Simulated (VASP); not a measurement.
# NbIn2S3 (P6/mmm) in VASP: relaxation of cell and atoms with PBE

Aim: the relaxation of cell and atoms of NbIn2S3 with PBE.

Everything below comes from runs of VASP 6.6.1. Logs are shortened: lines on timing, memory, paths and dates and some standing lists are left out, and cuts for length are marked.

## 1. The cell of the first run

Symmetry: P6/mmm, No. 191, hexagonal system. The conventional cell has a = 6.557 Å, b = 6.557 Å, c = 3.583 Å, α = 90.00°, β = 90.00°, γ = 120.00°. Nb (site symmetry 6/mmm) has 2 Nb at 3.58 Å and 12 S at 3.74 Å and 6 In at 3.79 Å within 4.7 Å. Within 3.4 Å of In (site symmetry -6m2) lie 6 S at 2.61 Å. Within 3.4 Å of S (site symmetry mmm) lie 4 In at 2.61 Å and 4 S at 3.28 Å.

## 2. Relaxation of cell and atoms, PBE, collinear spin, ferrimagnetic start

INCAR reads:

```
PREC     = Accurate       # precision mode
ENCUT    = 600            # plane-wave cutoff, eV
EDIFF    = 1E-7           # SCF threshold, eV
ISMEAR   = 0              # smearing method
SIGMA    = 0.1            # smearing width, eV
LREAL    = False          # projectors in reciprocal space
LASPH    = True           # aspherical terms in the spheres
NELM     = 150            # most SCF steps
ALGO     = Normal         # electronic algorithm
ISIF     = 3              # what is computed and relaxed
LWAVE    = False          # write WAVECAR
LCHARG   = False          # write CHGCAR
ISPIN    = 2              # spin polarisation
MAGMOM   = 3.23 0 0 -0.01 -0.01 -0.01 # initial moments
LORBIT   = 11             # projections on sites
LMAXMIX  = 4              # l up to which the mixer works
GGA      = PE             # functional
IBRION   = 2              # ionic algorithm
NSW      = 90             # ionic steps
EDIFFG   = -0.04          # ionic threshold
```

KPOINTS reads:

```
Automatic mesh
0
Gamma
  3 3 6
```

POSCAR reads:

```
NbIn2S3
1.0
    6.5572851800      0.0000000000      0.0000000000
   -3.2786425900      5.6787755500      0.0000000000
    0.0000000000      0.0000000000      3.5830803900
Nb In S
1 2 3
Direct
    0.0000000000      0.0000000000      0.0000000000
    0.6666666700      0.3333333300      0.0000000000
    0.3333333300      0.6666666700      0.0000000000
    0.0000000000      0.5000000000      0.5000000000
    0.5000000000      0.0000000000      0.5000000000
    0.5000000000      0.5000000000      0.5000000000
```

Potentials or basis: VASP PAW PBE potentials, release 64 (Nb_sv, In_d, S).

The run is started by

```bash
cat potpaw_PBE.64/Nb_sv/POTCAR potpaw_PBE.64/In_d/POTCAR potpaw_PBE.64/S/POTCAR > POTCAR
mpirun -np 1 vasp_std > vasp.out
```

OUTCAR:

```text
PREC = Accurate
   ENCUT = 600
   EDIFF = 1E-7
   ISMEAR = 0
   LREAL = False
   LASPH = True
   NELM = 150
   ISIF = 3
   ISPIN = 2
   LORBIT = 11
   GGA = PE
   IBRION = 2
   NSW = 90
   EDIFFG = -0.04

 ion  position               nearest neighbor table
   1  0.000  0.000  0.000-
   2  0.667  0.333  0.000-   4 2.61   4 2.61   5 2.61   5 2.61   6 2.61   6 2.61   3 3.79   3 3.79
                             3 3.79
   3  0.333  0.667  0.000-   4 2.61   4 2.61   5 2.61   5 2.61   6 2.61   6 2.61   2 3.79   2 3.79
                             2 3.79
   4  0.000  0.500  0.500-   2 2.61   3 2.61   2 2.61   3 2.61
   5  0.500  0.000  0.500-   2 2.61   3 2.61   2 2.61   3 2.61
   6  0.500  0.500  0.500-   2 2.61   3 2.61   2 2.61   3 2.61

  LATTYP: Found a hexagonal cell.
 ALAT       =     6.5572851800
 C/A-ratio  =     0.5464274150

  Lattice vectors:

 A1 = (   6.5572851800,   0.0000000000,   0.0000000000)
 A2 = (  -3.2786425900,   5.6787755500,   0.0000000000)
 A3 = (   0.0000000000,   0.0000000000,   3.5830803900)

Analysis of symmetry for initial positions (statically):
=====================================================================
 Subroutine PRICEL returns:
 Original cell was already a primitive cell.

 Routine SETGRP: Setting up the symmetry group for a
 hexagonal supercell.

 Subroutine GETGRP returns: Found 24 space group operations
 (whereof 24 operations were pure point group operations)
 out of a pool of 24 trial point group operations.

The static configuration has the point symmetry D_6h.

Analysis of symmetry for dynamics (positions and initial velocities):
=====================================================================
 Subroutine PRICEL returns:
 Original cell was already a primitive cell.

 Routine SETGRP: Setting up the symmetry group for a
 hexagonal supercell.

 Subroutine GETGRP returns: Found 24 space group operations
 (whereof 24 operations were pure point group operations)
 out of a pool of 24 trial point group operations.

The dynamic configuration has the point symmetry D_6h.

Analysis of structural, dynamic, and magnetic symmetry:
=====================================================================
 Subroutine PRICEL returns:
 Original cell was already a primitive cell.

 Routine SETGRP: Setting up the symmetry group for a
 hexagonal supercell.

 Subroutine GETGRP returns: Found 24 space group operations
 (whereof 24 operations were pure point group operations)
 out of a pool of 24 trial point group operations.

The overall configuration has the point symmetry D_6h.

 Subroutine INISYM returns: Found 24 space group operations
 (whereof 24 operations are pure point group operations),
 and found     1 'primitive' translations

----------------------------------------------------------------------------------------

                                     Primitive cell

  volume of cell :     133.4244

  direct lattice vectors                    reciprocal lattice vectors
     6.557285180  0.000000000  0.000000000     0.152502137  0.088047150  0.000000000
    -3.278642590  5.678775550  0.000000000     0.000000000  0.176094299  0.000000000
     0.000000000  0.000000000  3.583080390     0.000000000  0.000000000  0.279089468

  length of vectors
     6.557285180  6.557285184  3.583080390     0.176094299  0.176094299  0.279089468

  position of ions in fractional coordinates (direct lattice)
     0.000000000  0.000000000  0.000000000
     0.666666670  0.333333330  0.000000000
     0.333333330  0.666666670  0.000000000
     1.000000000  0.500000000  0.500000000
     0.500000000  0.000000000  0.500000000
     0.500000000  0.500000000  0.500000000

  ion indices of the primitive-cell ions
   primitive index   ion index
                 1           1
                 2           2
                 3           3
                 4           4
                 5           5
                 6           6

----------------------------------------------------------------------------------------

 KPOINTS: Automatic mesh

Automatic generation of k-mesh.
 Grid dimensions read from file:
 generate k-points for:    3    3    6

 Generating k-lattice:

  Cartesian coordinates                     Fractional coordinates (reciprocal lattice)
     0.050834046  0.029349050  0.000000000     0.333333333 -0.000000000  0.000000000
     0.000000000  0.058698100  0.000000000     0.000000000  0.333333333  0.000000000
     0.000000000  0.000000000  0.046514911     0.000000000  0.000000000  0.166666667

  Length of vectors
     0.058698100  0.058698100  0.046514911

  Shift w.r.t. Gamma in fractional coordinates (k-lattice)
     0.000000000  0.000000000  0.000000000

 Subroutine IBZKPT returns following result:
 ===========================================

 Found     12 irreducible k-points:

 Following reciprocal coordinates:
            Coordinates               Weight
  0.000000  0.000000  0.000000      1.000000
  0.333333 -0.000000  0.000000      6.000000
  0.333333  0.333333  0.000000      2.000000
  0.000000  0.000000  0.166667      2.000000
  0.333333 -0.000000  0.166667     12.000000
  0.333333  0.333333  0.166667      4.000000
  0.000000  0.000000  0.333333      2.000000
  0.333333 -0.000000  0.333333     12.000000
  0.333333  0.333333  0.333333      4.000000
  0.000000  0.000000  0.500000      1.000000
  0.333333 -0.000000  0.500000      6.000000
  0.333333  0.333333  0.500000      2.000000
   k-points           NKPTS =     12   k-points in BZ     NKDIM =     12   number of bands    NBANDS=     36
   number of dos      NEDOS =    301   number of ions     NIONS =      6
   total plane-waves  NPLWV =  87480
   dimension x,y,z NGX =    54 NGY =   54 NGZ =   30
   dimension x,y,z NGXF=   108 NGYF=  108 NGZF=   60
   ions per type =               1   2   3
   NGX,Y,Z   is equivalent  to a cutoff of  13.69, 13.69, 13.92 a.u.
   NGXF,Y,Z  is equivalent  to a cutoff of  27.38, 27.38, 27.84 a.u.
 SYSTEM =  unknown system
   PREC   = accura    normal or accurate (medium, high low for compatibility)
   ISTART =      0    job   : 0-new  1-cont  2-samecut
   ICHARG =      2    charge: 1-file 2-atom 10-const
   ISPIN  =      2    spin polarized calculation?
   LNONCOLLINEAR =      F non collinear calculations
   LSORBIT =      F    spin-orbit coupling
   LASPH  =      T    aspherical Exc in radial PAW
   ENCUT  =  600.0 eV  44.10 Ry    6.64 a.u.  13.10 13.10  7.16*2*pi/ulx,y,z
   NELM   =    150;   NELMIN=  2; NELMDL= -5     # of ELM steps
   EDIFF  = 0.1E-06   stopping-criterion for ELM
   LREAL  =      F    real-space projection
   EDIFFG = -.4E-01   stopping-criterion for IOM
   NSW    =     90    number of steps for IOM
   IBRION =      2    ionic relax: 0-MD 1-quasi-New 2-CG
   NFREE  =      1    steps in history (QN), initial steepest desc. (CG)
   ISIF   =      3    stress and relaxation
   ISYM   =      2    0-nonsym 1-usesym 2-fastsym
   POTIM  = 0.5000    time-step for ionic-motion
   TEBEG  =    0.0;   TEEND  =   0.0 temperature during run
   PSTRESS=    0.0 pullay stress
   NELECT =      57.0000    total number of electrons
   NUPDOWN=      -1.0000    fix difference up-down
   EMIN   =  10.00;   EMAX   =-10.00  energy-range for DOS
   EFERMI =   0.00;   METHOD = LEGACY
   ISMEAR =     0;   SIGMA  =   0.10  broadening in eV -4-tet -1-fermi 0-gaus
   EFERMI_NEDOS =   21; number of points for ismear=-14 and -15
   IALGO  =     38    algorithm
   IMIX   =      4    mixing-type and parameters
     AMIX     =   0.40;   BMIX     =  1.00
     AMIX_MAG =   1.60;   BMIX_MAG =  1.00
  volume/ion in A,a.u.               =      22.24       150.07
  Fermi-wavevector in a.u.,A,eV,Ry     =   1.232976  2.329987 20.683987  1.520230
  Thomas-Fermi vector in A             =   2.367725
   LORBIT       =     11    0 simple, 1 ext, 2 COOP (PROOUT), +10 PAW based schemes
   GGA     = PE    functional components
   LHFCALC =     F    Hartree Fock is set to
   AEXX    =    0.0000 exact exchange contribution
   IVDW    =     0    specifies the selected vdW correction
   LEPSILON=     F    determine dielectric tensor
   LRPA    =     F    only Hartree local field effects (RPA)
 conjugate gradient relaxation of ions
 spin polarized calculation
 Gauss-broadening in eV      SIGMA  =   0.10
  energy-cutoff  :      600.00
  volume of cell :      133.42
 maximum number of plane-waves:      4502
 NGX is ok and might be reduce to    54
   NGX = 27   NGY = 27   NGZ = 15

--------------------------------------- Ionic step        1  -------------------------------------------

 number of electron      57.0000005 magnetization       3.6495722

 Free energy of the ion-electron system (eV)
  ---------------------------------------------------
  ext. energy  EPLUGINS =         0.00000000
  ---------------------------------------------------
  free energy    TOTEN  =       -24.11437288 eV

  energy without entropy =      -24.09210288  energy(sigma->0) =      -24.10323788

 E-fermi :   6.9049     XC(G=0): -10.1161

 val. band max:        6.8736889414   @ k =   0.3333  -0.0000   0.1667
 cond. band min:       6.9215128787   @ k =   0.3333  -0.0000   0.5000
 fundamental gap:      0.0478239373
 Fermi energy:         6.9049342353

 spin component 1

 k-point     1 :       0.0000    0.0000    0.0000
  band No.  band energies     occupation
      1     -49.1078      1.00000
      2     -25.2685      1.00000
      3     -25.2685      1.00000
      4     -25.2536      1.00000
      5      -8.2144      1.00000
      6      -8.0242      1.00000
[... 1030 lines left out ...]
 POSITION                                       TOTAL-FORCE (eV/Angst)
 -----------------------------------------------------------------------------------
      0.00000      0.00000      3.58547        -0.000000      0.000000      0.000000
      3.45113      1.99251     -0.00000        -0.000000     -0.000000      0.000000
     -0.00000      3.98502      3.58547         0.000000      0.000000     -0.000000
     -1.72557      2.98877      1.79274        -0.000000      0.000000      0.000000
      3.45113      0.00000      1.79274        -0.000000     -0.000000      0.000000
      1.72557      2.98877      1.79274        -0.000000      0.000000      0.000000
 -----------------------------------------------------------------------------------
    total drift:                                0.000000      0.000000     -0.000000

  FREE ENERGIE OF THE ION-ELECTRON SYSTEM (eV)
  ---------------------------------------------------
  free  energy   TOTEN  =       -24.4241092037 eV

  energy  without entropy=      -24.3964462437  energy(sigma->0) =      -24.41027772

--------------------------------------- Ionic step        4  -------------------------------------------

 number of electron      57.0000006 magnetization       3.6335120

 Free energy of the ion-electron system (eV)
  ---------------------------------------------------
  ext. energy  EPLUGINS =         0.00000000
  ---------------------------------------------------
  free energy    TOTEN  =       -24.46797170 eV

  energy without entropy =      -24.44350203  energy(sigma->0) =      -24.45573686

 E-fermi :   5.7664     XC(G=0):  -9.6637

 val. band max:        5.7396194387   @ k =   0.3333  -0.0000   0.5000
 cond. band min:       5.7921161176   @ k =   0.3333  -0.0000   0.1667
 fundamental gap:      0.0524966788
 Fermi energy:         5.7663758912

 spin component 1

 k-point     1 :       0.0000    0.0000    0.0000
  band No.  band energies     occupation
      1     -50.1180      1.00000
      2     -26.2995      1.00000
      3     -26.2995      1.00000
      4     -26.2244      1.00000
      5      -8.9762      1.00000
      6      -8.9335      1.00000
[... 950 lines left out ...]
 POSITION                                       TOTAL-FORCE (eV/Angst)
 -----------------------------------------------------------------------------------
      3.47487      6.01865     -0.00000        -0.000000     -0.000000     -0.000000
      3.47487      2.00622     -0.00000         0.000000     -0.000000     -0.000000
     -0.00000      4.01243     -0.00000        -0.000000      0.000000      0.000000
      5.21231      3.00933      1.74610        -0.000000     -0.000000     -0.000000
      0.00000      6.01865      1.74610        -0.000000      0.000000     -0.000000
      1.73744      3.00933      1.74610        -0.000000      0.000000     -0.000000
 -----------------------------------------------------------------------------------
    total drift:                                0.000000      0.000000      0.000000

  FREE ENERGIE OF THE ION-ELECTRON SYSTEM (eV)
  ---------------------------------------------------
  free  energy   TOTEN  =       -24.4679716979 eV

  energy  without entropy=      -24.4435020293  energy(sigma->0) =      -24.45573686

 reached required accuracy - stopping structural energy minimisation

 total charge

# of ion       s       p       d       tot
------------------------------------------
    1        2.098   5.881   2.583  10.561
    2        0.829   0.552   9.932  11.314
    3        0.829   0.552   9.932  11.314
    4        1.353   2.342   0.000   3.695
    5        1.353   2.342   0.000   3.695
    6        1.353   2.342   0.000   3.695
--------------------------------------------------
tot          7.815  14.011  22.447  44.273

 magnetization (x)

# of ion       s       p       d       tot
------------------------------------------
    1        0.056   0.021   2.376   2.452
    2       -0.004   0.003   0.003   0.002
    3       -0.004   0.003   0.003   0.002
    4        0.004  -0.013   0.000  -0.010
    5        0.004  -0.013   0.000  -0.010
    6        0.004  -0.013   0.000  -0.010
--------------------------------------------------
tot          0.059  -0.013   2.382   2.427
```

Run time: 17 min. Hardware: 1 thread of Intel Xeon Platinum 8259CL at 2.50GHz (Skylake/Cascade Lake), shared host; peak memory 0.42 GiB.

What came out:

```yaml
Free_energy: -24.4680 eV
Relaxed_volume: 24.35 Å³/atom
Relaxed_cell: a = 6.950 Å, b = 6.950 Å, c = 3.492 Å, α = 90.00°, β = 90.00°, γ = 120.00°
Space_group_after_relaxing_to_0.05_Å: P6/mmm (No. 191)
Energy_gained_by_relaxing: 58.9 meV/atom
Ionic_steps: 4
Pressure_after_relaxing: -0.1 GPa
Net_moment: 3.63 μB per cell
Site_moments: Nb +2.45; In +0.00; S -0.01 μB
Valence_electrons_inside_the_program's_atomic_spheres: Nb 10.56; In 11.31; S 3.69
```

Step by step:
| step | energy change (eV) | largest force (eV/Å) | pressure (GPa) | volume (Å³) |
| --- | --- | --- | --- | --- |
| 1 | 0.0000 | 0.0000 | 5.04 | 133.42 |
| 2 | -0.3093 | 0.0000 | -0.95 | 147.27 |
| 3 | -0.3097 | 0.0000 | -1.16 | 147.93 |
| 4 | -0.3536 | 0.0000 | -0.15 | 146.07 |

Final structure:
```xyz
6
Lattice="6.9497 0.0000 0.0000 -3.4749 6.0187 0.0000 0.0000 0.0000 3.4922" Properties=species:S:1:pos:R:3 pbc="T T T"
Nb    3.4749    6.0187    0.0000
In    3.4749    2.0062    0.0000
In    0.0000    4.0124    0.0000
S     5.2123    3.0093    1.7461
S     0.0000    6.0187    1.7461
S     1.7374    3.0093    1.7461
```

Caveat: the k points lie up to 0.35 Å⁻¹ apart in the final cell; spin-orbit coupling is left out, which moves the levels of the heavy elements.
